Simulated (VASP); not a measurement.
# Ru (P6_3/mmc) in VASP: further runs, part 2 of 2

VASP 6.6.1. The steps go on from the part before.

**3. Relaxation of volume and atoms at fixed shape, r2SCAN**

This run uses another cell than the first one, of 13.57 Å³/atom.

Input file POSCAR:

```
Ru
1.0
    2.7058000000      0.0000000000      0.0000000000
   -1.3529000000      2.3432920000      0.0000000000
    0.0000000000      0.0000000000      4.2819000000
Ru
2
Direct
    0.3333333333      0.6666666667      0.2500000000
    0.6666666667      0.3333333333      0.7500000000
```

Input file INCAR.step1:

```
PREC = Accurate ; ENCUT = 600
ISMEAR = -1 ; SIGMA = 0.05
LREAL = F ; LASPH = T
NELM = 80 ; GGA = PE
ALGO = Normal ; EDIFF = 1E-4
LWAVE = T ; LCHARG = F
```

Input file INCAR.step2:

```
PREC = Accurate ; ENCUT = 600
EDIFF = 1E-7 ; ISMEAR = -1
SIGMA = 0.05 ; LREAL = F
LASPH = T ; NELM = 80
ALGO = Normal ; ISIF = 8
LWAVE = F ; LCHARG = F
METAGGA = R2SCAN ; LMIXTAU = T
IBRION = 2 ; NSW = 80
EDIFFG = -0.01 ; ISTART = 1
```

Input file KPOINTS:

```
Automatic mesh
0
Gamma
  7 7 4
```

Potentials or basis: VASP PAW PBE potentials, release 64 (Ru_pv).

The run is started by

```
$ cat potpaw_PBE.64/Ru_pv/POTCAR > POTCAR
$ cp INCAR.step1 INCAR
$ mpirun -np 1 vasp_std > vasp.out
$ cp INCAR.step2 INCAR
$ mpirun -np 1 vasp_std > vasp.out
```

OUTCAR:

```text
PREC = Accurate
   ENCUT = 600
   EDIFF = 1E-7
   ISMEAR = -1
   LREAL = F
   LASPH = T
   NELM = 80
   ISIF = 8
   METAGGA = R2SCAN
   IBRION = 2
   NSW = 80
   EDIFFG = -0.01
   ISTART = 1

 ion  position               nearest neighbor table
   1  0.333  0.667  0.250-   2 2.65   2 2.65   2 2.65   2 2.65   2 2.65   2 2.65
   2  0.667  0.333  0.750-   1 2.65   1 2.65   1 2.65   1 2.65   1 2.65   1 2.65

  LATTYP: Found a hexagonal cell.
 ALAT       =     2.7058000000
 C/A-ratio  =     1.5824894671

  Lattice vectors:

 A1 = (   2.7058000000,   0.0000000000,   0.0000000000)
 A2 = (  -1.3529000000,   2.3432920000,   0.0000000000)
 A3 = (   0.0000000000,   0.0000000000,   4.2819000000)

Analysis of symmetry for initial positions (statically):
=====================================================================
 Subroutine PRICEL returns:
 Original cell was already a primitive cell.

 Routine SETGRP: Setting up the symmetry group for a
 hexagonal supercell.

 Subroutine GETGRP returns: Found 24 space group operations
 (whereof 12 operations were pure point group operations)
 out of a pool of 24 trial point group operations.

The static configuration has the point symmetry D_3d.
 The point group associated with its full space group is D_6h.

Analysis of symmetry for dynamics (positions and initial velocities):
=====================================================================
 Subroutine PRICEL returns:
 Original cell was already a primitive cell.

 Routine SETGRP: Setting up the symmetry group for a
 hexagonal supercell.

 Subroutine GETGRP returns: Found 24 space group operations
 (whereof 12 operations were pure point group operations)
 out of a pool of 24 trial point group operations.

The dynamic configuration has the point symmetry D_3d.
 The point group associated with its full space group is D_6h.

 Subroutine INISYM returns: Found 24 space group operations
 (whereof 12 operations are pure point group operations),
 and found     1 'primitive' translations

----------------------------------------------------------------------------------------

                                     Primitive cell

  volume of cell :      27.1493

  direct lattice vectors                    reciprocal lattice vectors
     2.705800000  0.000000000  0.000000000     0.369576465  0.213375030  0.000000000
    -1.352900000  2.343292000  0.000000000     0.000000000  0.426750059  0.000000000
     0.000000000  0.000000000  4.281900000     0.000000000  0.000000000  0.233541185

  length of vectors
     2.705800000  2.705800400  4.281900000     0.426750122  0.426750059  0.233541185

  position of ions in fractional coordinates (direct lattice)
     0.333333333  0.666666667  0.250000000
     0.666666667  0.333333333  0.750000000

  ion indices of the primitive-cell ions
   primitive index   ion index
                 1           1
                 2           2

----------------------------------------------------------------------------------------

 KPOINTS: Automatic mesh

Automatic generation of k-mesh.
 Grid dimensions read from file:
 generate k-points for:    7    7    4

 Generating k-lattice:

  Cartesian coordinates                     Fractional coordinates (reciprocal lattice)
     0.052796638  0.030482147  0.000000000     0.142857143  0.000000000  0.000000000
     0.000000000  0.060964294  0.000000000     0.000000000  0.142857143  0.000000000
     0.000000000  0.000000000  0.058385296     0.000000000  0.000000000  0.250000000

  Length of vectors
     0.060964303  0.060964294  0.058385296

  Shift w.r.t. Gamma in fractional coordinates (k-lattice)
     0.000000000  0.000000000  0.000000000

 Subroutine IBZKPT returns following result:
 ===========================================

 Found     24 irreducible k-points:

 Following reciprocal coordinates:
            Coordinates               Weight
  0.000000  0.000000  0.000000      1.000000
  0.142857 -0.000000  0.000000      6.000000
  0.285714  0.000000  0.000000      6.000000
  0.428571  0.000000  0.000000      6.000000
  0.142857  0.142857  0.000000      6.000000
  0.285714  0.142857  0.000000     12.000000
[... 16 lines left out ...]
  0.428571  0.142857  0.500000      6.000000
  0.285714  0.285714  0.500000      6.000000
   k-points           NKPTS =     24   k-points in BZ     NKDIM =     24   number of bands    NBANDS=     18
   number of dos      NEDOS =    301   number of ions     NIONS =      2
   total plane-waves  NPLWV =  20736
   dimension x,y,z NGX =    24 NGY =   24 NGZ =   36
   dimension x,y,z NGXF=    48 NGYF=   48 NGZF=   72
   ions per type =               2
   NGX,Y,Z   is equivalent  to a cutoff of  14.75, 14.75, 13.98 a.u.
   NGXF,Y,Z  is equivalent  to a cutoff of  29.49, 29.49, 27.95 a.u.
 SYSTEM =  unknown system
   PREC   = accura    normal or accurate (medium, high low for compatibility)
   ISTART =      1    job   : 0-new  1-cont  2-samecut
   ICHARG =      0    charge: 1-file 2-atom 10-const
   ISPIN  =      1    spin polarized calculation?
   LNONCOLLINEAR =      F non collinear calculations
   LSORBIT =      F    spin-orbit coupling
   LASPH  =      T    aspherical Exc in radial PAW
   ENCUT  =  600.0 eV  44.10 Ry    6.64 a.u.   5.40  5.40  8.55*2*pi/ulx,y,z
   NELM   =     80;   NELMIN=  2; NELMDL=  0     # of ELM steps
   EDIFF  = 0.1E-06   stopping-criterion for ELM
   LREAL  =      F    real-space projection
   EDIFFG = -.1E-01   stopping-criterion for IOM
   NSW    =     80    number of steps for IOM
   IBRION =      2    ionic relax: 0-MD 1-quasi-New 2-CG
   NFREE  =      1    steps in history (QN), initial steepest desc. (CG)
   ISIF   =      8    stress and relaxation
   ISYM   =      2    0-nonsym 1-usesym 2-fastsym
   POTIM  = 0.5000    time-step for ionic-motion
   TEBEG  =    0.0;   TEEND  =   0.0 temperature during run
   PSTRESS=    0.0 pullay stress
   NELECT =      28.0000    total number of electrons
   NUPDOWN=      -1.0000    fix difference up-down
   EMIN   =  10.00;   EMAX   =-10.00  energy-range for DOS
   EFERMI =   0.00;   METHOD = LEGACY
   ISMEAR =    -1;   SIGMA  =   0.05  broadening in eV -4-tet -1-fermi 0-gaus
   EFERMI_NEDOS =   21; number of points for ismear=-14 and -15
   IALGO  =     38    algorithm
   IMIX   =      4    mixing-type and parameters
     AMIX     =   0.40;   BMIX     =  1.00
     AMIX_MAG =   1.60;   BMIX_MAG =  1.00
  volume/ion in A,a.u.               =      13.57        91.61
  Fermi-wavevector in a.u.,A,eV,Ry     =   1.654022  3.125648 37.222669  2.735789
  Thomas-Fermi vector in A             =   2.742361
   LORBIT       =      0    0 simple, 1 ext, 2 COOP (PROOUT), +10 PAW based schemes
   METAGGA = R2SCAN    functional components
   LHFCALC =     F    Hartree Fock is set to
   AEXX    =    0.0000 exact exchange contribution
   IVDW    =     0    specifies the selected vdW correction
   LEPSILON=     F    determine dielectric tensor
   LRPA    =     F    only Hartree local field effects (RPA)
 conjugate gradient relaxation of ions
 non-spin polarized calculation
  energy-cutoff  :      600.00
  volume of cell :       27.15
 maximum number of plane-waves:       929
 NGX is ok and might be reduce to    24
   NGX = 11   NGY = 11   NGZ = 17

 number of electron      28.0000002 magnetization

 Free energy of the ion-electron system (eV)
  ---------------------------------------------------
  ext. energy  EPLUGINS =         0.00000000
  ---------------------------------------------------
  free energy    TOTEN  =       -50.79587415 eV

  energy without entropy =      -50.76841032  energy(sigma->0) =      -50.78214224

 E-fermi :  12.7609     XC(G=0): -15.3985

 val. band max:       12.7533962736   @ k =   0.2857   0.1429   0.0000
 cond. band min:      12.7914690165   @ k =   0.1429   0.1429   0.0000
 fundamental gap:      0.0380727429
 Fermi energy:        12.7608802455

 k-point     1 :       0.0000    0.0000    0.0000
  band No.  band energies     occupation
      1     -32.3559      2.00000
      2     -31.2984      2.00000
      3     -31.2984      2.00000
      4     -31.1209      2.00000
      5     -31.1149      2.00000
      6     -31.1149      2.00000
[... 10 lines left out ...]
     17      13.9768      0.00000
     18      14.0710      0.00000
[... 466 lines left out ...]
      2     -32.0853      2.00000
      3     -31.7058      2.00000
      4     -31.7058      2.00000
      5     -31.3172      2.00000
      6     -31.3172      2.00000
[... 10 lines left out ...]
     17      19.9112      0.00000
     18      19.9112      0.00000

------------------------ aborting loop because EDIFF is reached ----------------------------------------

  FORCE on cell =-STRESS in cart. coord.  units (eV):
  Direction    XX          YY          ZZ          XY          YZ          ZX
  --------------------------------------------------------------------------------------
  -------------------------------------------------------------------------------------
  Total        0.3967893      0.3967895     -0.7955524      0.0000000      0.0000000      0.0000000
  in kB       23.4159578     23.4159671    -46.9483931      0.0000000      0.0000000      0.0000000
  external PRESSURE =      -0.0388227 kB  Pullay stress =       0.0000000 kB

 VOLUME and BASIS-vectors are now :
 -----------------------------------------------------------------------------
  energy-cutoff  :      600.00
  volume of cell :       27.15
      direct lattice vectors                 reciprocal lattice vectors
     2.705800000  0.000000000  0.000000000     0.369576465  0.213375030  0.000000000
    -1.352900000  2.343292000  0.000000000     0.000000000  0.426750059  0.000000000
     0.000000000  0.000000000  4.281900000     0.000000000  0.000000000  0.233541185

 POSITION                                       TOTAL-FORCE (eV/Angst)
 -----------------------------------------------------------------------------------
     -0.00000      1.56219      1.07048         0.000000     -0.000000      0.000000
      1.35290      0.78110      3.21143        -0.000000      0.000000      0.000000
 -----------------------------------------------------------------------------------
    total drift:                               -0.000000      0.000000     -0.000000

  FREE ENERGIE OF THE ION-ELECTRON SYSTEM (eV)
  ---------------------------------------------------
  free  energy   TOTEN  =       -50.7958741544 eV

  energy  without entropy=      -50.7684103213  energy(sigma->0) =      -50.78214224

 reached required accuracy - stopping structural energy minimisation
```

Wall time 96 s (1 thread of Intel Xeon 8259CL, shared host); peak memory 0.17 GiB.

What came out:

```
Free energy             : -50.7959 eV
Pressure after relaxing : 0.0 GPa
Band gap on the k mesh  : zero (bands 14 and 15 overlap by 2.82 eV)
```

Stress tensor (GPa, compression positive):
```
 2.34  0.00  0.00
 0.00  2.34  0.00
 0.00  0.00 -4.69
```

Final structure:
```yaml
crystal:
  lattice:
    - [2.70580, 0.00000, 0.00000]
    - [-1.35290, 2.34329, 0.00000]
    - [0.00000, 0.00000, 4.28190]
  atoms:
    - { symbol: Ru, position: [0.33333, 0.66667, 0.25000] }
    - { symbol: Ru, position: [0.66667, 0.33333, 0.75000] }
```

Levels at points of the mesh, in eV from the Fermi level:
| k point | band 10 | band 11 | band 12 | band 13 | band 14 | band 15 | band 16 | band 17 | band 18 |
| --- | --- | --- | --- | --- | --- | --- | --- | --- | --- |
| (0.00, 0.00, 0.00) | -2.70 | -2.55 | -1.99 | -1.99 | -1.48 | -1.48 | 1.22 | 1.22 | 1.31 |
| (0.00, 0.00, 0.50) | -2.88 | -2.88 | -2.88 | -2.87 | -2.87 | 0.55 | 0.55 | 0.55 | 0.55 |

Caveat: the k points lie up to 0.38 Å⁻¹ apart in the final cell, too coarse for converged energies and pressures of a metal; the PAW data sets were made with another functional, which shifts forces and pressure a little.

The gap in the log of VASP goes by the Fermi energy; the results here count the filled bands.